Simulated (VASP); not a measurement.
# LiSe4 (P4/mmm) in VASP: notebook

Runs on LiSe4. Level: PBE+D3(BJ). Tasks: single point, relaxation of cell and atoms.

All numbers are computed with VASP 6.6.1; they aren't measurements. Logs are shortened: lines on timing, memory, paths and dates and some standing lists are left out, and cuts for length are marked.

### Step 1. The cell of the first run

Symmetry: P4/mmm, No. 123, tetragonal system. The conventional cell has a = 5.382 Å, b = 5.382 Å, c = 3.823 Å, α = 90.00°, β = 90.00°, γ = 90.00°. Within 3.6 Å of Li (site symmetry 4/mmm) lie 8 Se at 2.75 Å. Se (site symmetry m2m) has 4 Se at 2.59 to 2.79 Å and 2 Li at 2.75 Å within 3.4 Å.

### Step 2. Single point, PBE+D3(BJ)

Input file INCAR:

```
SYSTEM = LiSe4
PREC = Accurate
ENCUT = 520
EDIFF = 1E-6
ISMEAR = 0
SIGMA = 0.1
LREAL = .False.
LASPH = .True.
NELM = 100
ALGO = Normal
ISIF = 2
LWAVE = .False.
LCHARG = .True.
GGA = PE
IVDW = 12
LELF = .True.
LVHAR = .True.
NBANDS = 22
```

Input file KPOINTS:

```
regular mesh
0
Gamma
  8 8 10
  0 0 0
```

Input file POSCAR:

```
LiSe4
1.0
    5.3821299838      0.0000000000      0.0000000000
    0.0000000000      5.3821299838      0.0000000000
    0.0000000000      0.0000000000      3.8225327149
Li Se
1 4
Direct
    0.5000000000      0.5000000000      0.5000000000
    0.2405532847      0.7594467153      0.0000000000
    0.2405532847      0.2405532847      0.0000000000
    0.7594467153      0.7594467153      0.0000000000
    0.7594467153      0.2405532847      0.0000000000
```

Potentials or basis: VASP PAW PBE potentials, release 64 (Li_sv, Se).

Run with:

```console
$ cat potpaw_PBE.64/Li_sv/POTCAR potpaw_PBE.64/Se/POTCAR > POTCAR
$ mpirun -np 1 vasp_std > vasp.out
```

OUTCAR:

```text
SYSTEM = LiSe4
   PREC = Accurate
   ENCUT = 520
   EDIFF = 1E-6
   ISMEAR = 0
   LREAL = .False.
   LASPH = .True.
   NELM = 100
   ISIF = 2
   GGA = PE
   IVDW = 12
 IVDW          = 12

 ion  position               nearest neighbor table
   1  0.500  0.500  0.500-
   2  0.241  0.759  0.000-   3 2.59   4 2.59   4 2.79   3 2.79
   3  0.241  0.241  0.000-   2 2.59   5 2.59   5 2.79   2 2.79
   4  0.759  0.759  0.000-   2 2.59   5 2.59   5 2.79   2 2.79
   5  0.759  0.241  0.000-   3 2.59   4 2.59   4 2.79   3 2.79

  LATTYP: Found a simple tetragonal cell.
 ALAT       =     5.3821299838
 C/A-ratio  =     0.7102267553

  Lattice vectors:

 A1 = (   5.3821299838,   0.0000000000,   0.0000000000)
 A2 = (   0.0000000000,   5.3821299838,   0.0000000000)
 A3 = (   0.0000000000,   0.0000000000,   3.8225327149)

Analysis of symmetry for initial positions (statically):
=====================================================================
 Subroutine PRICEL returns:
 Original cell was already a primitive cell.

 Routine SETGRP: Setting up the symmetry group for a
 simple tetragonal supercell.

 Subroutine GETGRP returns: Found 16 space group operations
 (whereof 16 operations were pure point group operations)
 out of a pool of 16 trial point group operations.

The static configuration has the point symmetry D_4h.

Analysis of symmetry for dynamics (positions and initial velocities):
=====================================================================
 Subroutine PRICEL returns:
 Original cell was already a primitive cell.

 Routine SETGRP: Setting up the symmetry group for a
 simple tetragonal supercell.

 Subroutine GETGRP returns: Found 16 space group operations
 (whereof 16 operations were pure point group operations)
 out of a pool of 16 trial point group operations.

The dynamic configuration has the point symmetry D_4h.

 Subroutine INISYM returns: Found 16 space group operations
 (whereof 16 operations are pure point group operations),
 and found     1 'primitive' translations

----------------------------------------------------------------------------------------

                                     Primitive cell

  volume of cell :     110.7285

  direct lattice vectors                    reciprocal lattice vectors
     5.382129984  0.000000000  0.000000000     0.185800046  0.000000000  0.000000000
     0.000000000  5.382129984  0.000000000     0.000000000  0.185800046  0.000000000
     0.000000000  0.000000000  3.822532715     0.000000000  0.000000000  0.261606656

  length of vectors
     5.382129984  5.382129984  3.822532715     0.185800046  0.185800046  0.261606656

  position of ions in fractional coordinates (direct lattice)
     0.500000000  0.500000000  0.500000000
     0.240553285  0.759446715  0.000000000
     0.240553285  0.240553285  0.000000000
     0.759446715  0.759446715  0.000000000
     0.759446715  0.240553285  0.000000000

  ion indices of the primitive-cell ions
   primitive index   ion index
                 1           1
                 2           2
                 3           3
                 4           4
                 5           5

----------------------------------------------------------------------------------------

 KPOINTS: regular mesh

Automatic generation of k-mesh.
 Grid dimensions read from file:
 generate k-points for:    8    8   10

 Generating k-lattice:

  Cartesian coordinates                     Fractional coordinates (reciprocal lattice)
     0.023225006  0.000000000  0.000000000     0.125000000  0.000000000  0.000000000
     0.000000000  0.023225006  0.000000000     0.000000000  0.125000000  0.000000000
     0.000000000  0.000000000  0.026160666     0.000000000  0.000000000  0.100000000

  Length of vectors
     0.023225006  0.023225006  0.026160666

  Shift w.r.t. Gamma in fractional coordinates (k-lattice)
     0.000000000  0.000000000  0.000000000

 Subroutine IBZKPT returns following result:
 ===========================================

 Found     90 irreducible k-points:

 Following reciprocal coordinates:
            Coordinates               Weight
  0.000000  0.000000  0.000000      1.000000
  0.125000  0.000000  0.000000      4.000000
  0.250000  0.000000  0.000000      4.000000
  0.375000  0.000000  0.000000      4.000000
  0.500000  0.000000  0.000000      2.000000
  0.125000  0.125000  0.000000      4.000000
[... 16 lines left out ...]
  0.375000  0.125000  0.100000     16.000000
  0.500000  0.125000  0.100000      8.000000
 [... further k-points ...]
   k-points           NKPTS =     90   k-points in BZ     NKDIM =     90   number of bands    NBANDS=     22
   number of dos      NEDOS =    301   number of ions     NIONS =      5
   total plane-waves  NPLWV =  44800
   dimension x,y,z NGX =    40 NGY =   40 NGZ =   28
   dimension x,y,z NGXF=    80 NGYF=   80 NGZF=   56
   ions per type =               1   4
   NGX,Y,Z   is equivalent  to a cutoff of  12.36, 12.36, 12.18 a.u.
   NGXF,Y,Z  is equivalent  to a cutoff of  24.71, 24.71, 24.35 a.u.
 SYSTEM =  LiSe4
   PREC   = accura    normal or accurate (medium, high low for compatibility)
   ISTART =      0    job   : 0-new  1-cont  2-samecut
   ICHARG =      2    charge: 1-file 2-atom 10-const
   ISPIN  =      1    spin polarized calculation?
   LNONCOLLINEAR =      F non collinear calculations
   LSORBIT =      F    spin-orbit coupling
   LASPH  =      T    aspherical Exc in radial PAW
   ENCUT  =  520.0 eV  38.22 Ry    6.18 a.u.  10.01 10.01  7.11*2*pi/ulx,y,z
   NELM   =    100;   NELMIN=  2; NELMDL= -5     # of ELM steps
   EDIFF  = 0.1E-05   stopping-criterion for ELM
   LREAL  =      F    real-space projection
   EDIFFG = 0.1E-04   stopping-criterion for IOM
   NSW    =      0    number of steps for IOM
   IBRION =     -1    ionic relax: 0-MD 1-quasi-New 2-CG
   NFREE  =      0    steps in history (QN), initial steepest desc. (CG)
   ISIF   =      2    stress and relaxation
   ISYM   =      2    0-nonsym 1-usesym 2-fastsym
   POTIM  = 0.5000    time-step for ionic-motion
   TEBEG  =    0.0;   TEEND  =   0.0 temperature during run
   PSTRESS=    0.0 pullay stress
   NELECT =      27.0000    total number of electrons
   NUPDOWN=      -1.0000    fix difference up-down
   EMIN   =  10.00;   EMAX   =-10.00  energy-range for DOS
   EFERMI =   0.00;   METHOD = LEGACY
   ISMEAR =     0;   SIGMA  =   0.10  broadening in eV -4-tet -1-fermi 0-gaus
   EFERMI_NEDOS =   21; number of points for ismear=-14 and -15
   IALGO  =     38    algorithm
   IMIX   =      4    mixing-type and parameters
     AMIX     =   0.40;   BMIX     =  1.00
     AMIX_MAG =   1.60;   BMIX_MAG =  1.00
  volume/ion in A,a.u.               =      22.15       149.45
  Fermi-wavevector in a.u.,A,eV,Ry     =   1.022766  1.932747 14.232375  1.046050
  Thomas-Fermi vector in A             =   2.156463
   LORBIT       =      0    0 simple, 1 ext, 2 COOP (PROOUT), +10 PAW based schemes
   GGA     = PE    functional components
   LHFCALC =     F    Hartree Fock is set to
   AEXX    =    0.0000 exact exchange contribution
   IVDW    =    12    specifies the selected vdW correction
   LEPSILON=     F    determine dielectric tensor
   LRPA    =     F    only Hartree local field effects (RPA)
 non-spin polarized calculation
 Gauss-broadening in eV      SIGMA  =   0.10
  energy-cutoff  :      520.00
  volume of cell :      110.73
 maximum number of plane-waves:      3004
   NGX = 21   NGY = 21   NGZ = 15

 number of electron      27.0000002 magnetization

 Free energy of the ion-electron system (eV)
  ---------------------------------------------------
  ext. energy  EPLUGINS =         0.00000000
  ---------------------------------------------------
  free energy    TOTEN  =       -17.10311699 eV

  energy without entropy =      -17.09248353  energy(sigma->0) =      -17.09780026

 E-fermi :   3.3259     XC(G=0):  -9.1841

 val. band max:        3.3136680339   @ k =   0.3750   0.0000   0.2000
 cond. band min:       3.3422136850   @ k =   0.5000   0.0000   0.1000
 fundamental gap:      0.0285456511
 Fermi energy:         3.3259488324

 k-point     1 :       0.0000    0.0000    0.0000
  band No.  band energies     occupation
      1     -42.5767      2.00000
      2     -12.2342      2.00000
      3      -9.4655      2.00000
      4      -9.4655      2.00000
      5      -6.5444      2.00000
      6      -3.5743      2.00000
[... 14 lines left out ...]
     21      10.0120      0.00000
     22      10.0120      0.00000

 k-point     2 :       0.1250    0.0000    0.0000
  band No.  band energies     occupation
      1     -42.5766      2.00000
      2     -12.1686      2.00000
      3      -9.6481      2.00000
      4      -9.3986      2.00000
      5      -6.7495      2.00000
      6      -3.4327      2.00000
[... 14 lines left out ...]
     21       9.7350      0.00000
     22      10.0764      0.00000

 k-point     3 :       0.2500    0.0000    0.0000
  band No.  band energies     occupation
      1     -42.5766      2.00000
      2     -11.9757      2.00000
      3     -10.0914      2.00000
      4      -9.2015      2.00000
      5      -7.2346      2.00000
      6      -3.2173      2.00000
[... 14 lines left out ...]
     21       9.9767      0.00000
     22      10.2507      0.00000
[... 476 lines left out ...]
 k-point    23 :       0.3750    0.1250    0.1000
  band No.  band energies     occupation
      1     -42.5766      2.00000
      2     -11.5854      2.00000
      3     -10.5222      2.00000
      4      -9.0536      2.00000
      5      -7.9554      2.00000
      6      -2.5719      2.00000
[... 14 lines left out ...]
     21      10.2456      0.00000
     22      10.6947      0.00000

 k-point    24 :       0.5000    0.1250    0.1000
  band No.  band energies     occupation
      1     -42.5766      2.00000
      2     -11.3253      2.00000
      3     -10.8646      2.00000
      4      -8.7877      2.00000
      5      -8.3109      2.00000
      6      -2.3055      2.00000
[... 14 lines left out ...]
     21      10.7623      0.00000
     22      10.7653      0.00000

 [... further k-points ...]

------------------------ aborting loop because EDIFF is reached ----------------------------------------

 Edisp (eV)   -1.62494

 E8    (eV) :    -0.6637

  FORCE on cell =-STRESS in cart. coord.  units (eV):
  Direction    XX          YY          ZZ          XY          YZ          ZX
  --------------------------------------------------------------------------------------
  -------------------------------------------------------------------------------------
  Total       0.03081     0.03081     0.01861     0.00000    -0.00000     0.00000
  in kB       0.44575     0.44575     0.26922     0.00000    -0.00000     0.00000
  external pressure =        0.39 kB  Pullay stress =        0.00 kB

 VOLUME and BASIS-vectors are now :
 -----------------------------------------------------------------------------
  energy-cutoff  :      520.00
  volume of cell :      110.73
      direct lattice vectors                 reciprocal lattice vectors
     5.382129984  0.000000000  0.000000000     0.185800046  0.000000000  0.000000000
     0.000000000  5.382129984  0.000000000     0.000000000  0.185800046  0.000000000
     0.000000000  0.000000000  3.822532715     0.000000000  0.000000000  0.261606656

 POSITION                                       TOTAL-FORCE (eV/Angst)
 -----------------------------------------------------------------------------------
      2.69106      2.69106      1.91127         0.000000      0.000000     -0.000000
      1.29469      4.08744      0.00000         0.005043     -0.005043     -0.000000
      1.29469      1.29469      0.00000         0.005043      0.005043     -0.000000
      4.08744      4.08744      0.00000        -0.005043     -0.005043     -0.000000
      4.08744      1.29469      0.00000        -0.005043      0.005043      0.000000
 -----------------------------------------------------------------------------------
    total drift:                                0.000000      0.000000     -0.000000

  FREE ENERGIE OF THE ION-ELECTRON SYSTEM (eV)
  ---------------------------------------------------
  free  energy   TOTEN  =       -18.7280603279 eV

  energy  without entropy=      -18.7174268715  energy(sigma->0) =      -18.72274360
```

Run time: 2.9 min. Hardware: 1 thread of Intel Xeon Platinum 8375C at 2.90GHz (Ice Lake), shared host; peak memory 0.32 GiB.

Results:

```
Free energy                : -18.7281 eV
Largest force              : 0.007 eV/Å
Dispersion energy per atom : -0.325 eV
```

Forces on the atoms (eV/Å):
```
Li   0.000  0.000  0.000
Se   0.005 -0.005  0.000
Se   0.005  0.005  0.000
Se  -0.005 -0.005  0.000
Se  -0.005  0.005  0.000
```

Levels at points of the mesh, in eV from the Fermi level:
```
           k point  band 10  band 11  band 12  band 13  band 14  band 15  band 16  band 17
(0.00, 0.00, 0.00)    -2.95    -0.54    -0.54     1.56     3.19     3.19     3.56     3.67
(0.50, 0.00, 0.00)    -2.01    -1.97    -0.76     0.07     0.23     0.45     3.88     4.12
(0.50, 0.50, 0.00)    -1.24    -1.24    -1.24    -1.21    -1.09    -1.05    -0.96    -0.96
(0.00, 0.00, 0.50)    -4.22    -2.64    -2.64    -0.03     3.39     3.39     3.74     3.83
(0.50, 0.00, 0.50)    -2.77    -2.04    -1.69    -1.57    -0.56     0.37     4.04     4.35
(0.50, 0.50, 0.50)    -2.29    -1.91    -1.91    -1.76    -1.06    -0.98    -0.94    -0.94
```

Caveat: the cutoff is under 1.25 times the usual one of these potentials, so pressure, stress and relaxed cells hold a basis-set (Pulay) error; pairwise dispersion overbinds metals, which lowers pressure and volume.

### Step 3. Relaxation of cell and atoms, PBE+D3(BJ)

This run uses another cell than the first one, of 22.24 Å³/atom, 1.004 times its volume.

Input file INCAR:

```
SYSTEM = LiSe4
PREC = Accurate
ENCUT = 600
EDIFF = 1E-6
ISMEAR = 0
SIGMA = 0.1
LREAL = .FALSE.
LASPH = .TRUE.
NELM = 100
ALGO = Normal
ISIF = 3
LWAVE = .FALSE.
LCHARG = .FALSE.
GGA = PE
IVDW = 12
IBRION = 2
NSW = 100
EDIFFG = -0.01
```

Input file KPOINTS:

```
Automatic mesh
0
G
  8 8 10
  0 0 0
```

Input file POSCAR:

```
LiSe4
1.0
    5.3974257779      0.0000000000      0.0000000000
    0.0000000000      5.3974257779      0.0000000000
    0.0000000000      0.0000000000      3.8174345546
Li Se
1 4
Direct
    0.5000000000      0.5000000000      0.5000000000
    0.2421005842      0.7578994158      0.0000000000
    0.2421005842      0.2421005842      0.0000000000
    0.7578994158      0.7578994158      0.0000000000
    0.7578994158      0.2421005842      0.0000000000
```

Potentials or basis: VASP PAW PBE potentials, release 64 (Li_sv, Se).

Run with:

```console
$ cat potpaw_PBE.64/Li_sv/POTCAR potpaw_PBE.64/Se/POTCAR > POTCAR
$ mpirun -np 1 vasp_std > vasp.out
```

Wall time 9.1 min (1 thread of Intel Xeon Platinum 8375C at 2.90GHz (Ice Lake), shared host); peak memory 0.38 GiB.

Results (log left out):

```
Free energy                            : -18.7278 eV
Relaxed volume                         : 22.16 Å³/atom
Relaxed cell                           : a = 5.380 Å, b = 5.380 Å, c = 3.828 Å, α = 90.00°, β = 90.00°, γ = 90.00°
Space group after relaxing (to 0.05 Å) : P4/mmm (No. 123)
Energy gained by relaxing              : 0.4 meV/atom
Ionic steps                            : 5
Pressure after relaxing                : 0.0 GPa
Largest force after relaxing           : 0.009 eV/Å
Dispersion energy per atom             : -0.325 eV
```

Forces on the atoms (eV/Å):
```
Li   0.000  0.000  0.000
Se  -0.006  0.006  0.000
Se  -0.006 -0.006  0.000
Se   0.006  0.006  0.000
Se   0.006 -0.006  0.000
```

Step by step:
```csv
step,energy change (eV),largest force (eV/Å),pressure (GPa),volume (Å³)
1,0.0000,0.0411,-0.44,111.21
2,-0.0015,0.0226,0.23,110.22
3,-0.0017,0.0276,0.06,110.47
4,-0.0019,0.0231,0.05,110.55
5,-0.0022,0.0086,0.02,110.78
```

Final structure:
```
CELL_PARAMETERS angstrom
5.37980 0.00000 0.00000
0.00000 5.37980 0.00000
0.00000 0.00000 3.82779
ATOMIC_POSITIONS crystal
Li 0.50000 0.50000 0.50000
Se 0.24118 0.75882 0.00000
Se 0.24118 0.24118 0.00000
Se 0.75882 0.75882 0.00000
Se 0.75882 0.24118 0.00000
```

Levels at points of the mesh, in eV from the Fermi level:
| k point | band 10 | band 11 | band 12 | band 13 | band 14 | band 15 | band 16 | band 17 |
| --- | --- | --- | --- | --- | --- | --- | --- | --- |
| (0.00, 0.00, 0.00) | -2.96 | -0.55 | -0.55 | 1.56 | 3.20 | 3.20 | 3.55 | 3.68 |
| (0.50, 0.00, 0.00) | -2.00 | -1.99 | -0.72 | 0.05 | 0.24 | 0.43 | 3.91 | 4.12 |
| (0.50, 0.50, 0.00) | -1.29 | -1.24 | -1.24 | -1.19 | -1.11 | -1.09 | -0.96 | -0.96 |
| (0.00, 0.00, 0.50) | -4.22 | -2.64 | -2.64 | -0.02 | 3.40 | 3.40 | 3.75 | 3.83 |
| (0.50, 0.00, 0.50) | -2.74 | -2.06 | -1.69 | -1.54 | -0.52 | 0.35 | 4.06 | 4.36 |
| (0.50, 0.50, 0.50) | -2.24 | -1.89 | -1.89 | -1.71 | -1.09 | -1.02 | -0.95 | -0.95 |

Caveat: the cutoff is under 1.25 times the usual one of these potentials, so pressure, stress and relaxed cells hold a basis-set (Pulay) error; the bands computed are all filled at some k points, so no gap is given.

### Step 4. Single point, PBE+D3(BJ)

This run uses another cell than the first one, of 22.24 Å³/atom, 1.004 times its volume.

Input file INCAR:

```
SYSTEM = LiSe4
PREC = Accurate
ENCUT = 520
EDIFF = 1E-7
ISMEAR = 0
SIGMA = 0.1
LREAL = .False.
LASPH = .True.
NELM = 100
ALGO = Normal
ISIF = 2
LWAVE = .False.
LCHARG = .False.
GGA = PE
IVDW = 12
NBANDS = 22
```

Input file KPOINTS:

```
Automatic mesh
0
Gamma
  4 4 6
  0 0 0
```

POSCAR is that of step 3.

Run with:

```console
$ cat potpaw_PBE.64/Li_sv/POTCAR potpaw_PBE.64/Se/POTCAR > POTCAR
$ mpirun -np 1 vasp_std > vasp.out
```

Run time: 68 s. Hardware: 1 thread of Intel Xeon Platinum 8375C at 2.90GHz (Ice Lake), shared host; peak memory 0.22 GiB.

Results (log left out):

```
Free energy                : -18.8714 eV
Largest force              : 0.026 eV/Å
Dispersion energy per atom : -0.324 eV
```

Forces in eV/Å, atoms in the order of the input:
```
Li   0.000  0.000  0.000
Se   0.018 -0.018  0.000
Se   0.018  0.018  0.000
Se  -0.018 -0.018  0.000
Se  -0.018  0.018  0.000
```

Levels at points of the mesh, in eV from the Fermi level:
```tsv
k point	band 11	band 12	band 13	band 14	band 15	band 16
(0.00, 0.00, 0.00)	-0.43	-0.43	1.63	3.23	3.23	3.68
(0.50, 0.00, 0.00)	-1.84	-0.61	0.06	0.36	0.51	3.95
(0.50, 0.50, 0.00)	-1.18	-1.18	-1.10	-1.02	-1.00	-0.84
(0.00, 0.00, 0.50)	-2.56	-2.56	0.03	3.44	3.44	3.86
(0.50, 0.00, 0.50)	-2.00	-1.64	-1.46	-0.40	0.36	4.10
(0.50, 0.50, 0.50)	-1.77	-1.77	-1.56	-1.07	-0.99	-0.88
```

Caveat: the cutoff is under 1.25 times the usual one of these potentials, so pressure, stress and relaxed cells hold a basis-set (Pulay) error; pairwise dispersion overbinds metals, which lowers pressure and volume.

### Step 5. Summary

```csv
task,cell,k mesh,cutoff (eV),gap on the mesh (eV),largest force (eV/Å)
single point,"a = 5.382, b = 5.382, c = 3.823 Å, 5 atoms",8 × 8 × 10,520,none,0.01
relaxation of cell and atoms,"relaxed from a = 5.397, b = 5.397, c = 3.817 Å, 5 atoms",8 × 8 × 10,600,-,0.01
single point,"a = 5.397, b = 5.397, c = 3.817 Å, 5 atoms",4 × 4 × 6,520,none,0.03
```

Alike in all rows: level PBE+D3(BJ); potentials or basis VASP PAW PBE potentials, release 64 (Li_sv, Se); no spin polarisation; smearing gaussian 0.1 eV.

Caveats: the cutoff is under 1.25 times the usual one of these potentials, so pressure, stress and relaxed cells hold a basis-set (Pulay) error; pairwise dispersion overbinds metals, which lowers pressure and volume (some runs); the bands computed are all filled at some k points, so no gap is given (some runs).

Total energies depend on the potentials used, so only differences within one code and one set of settings carry meaning.
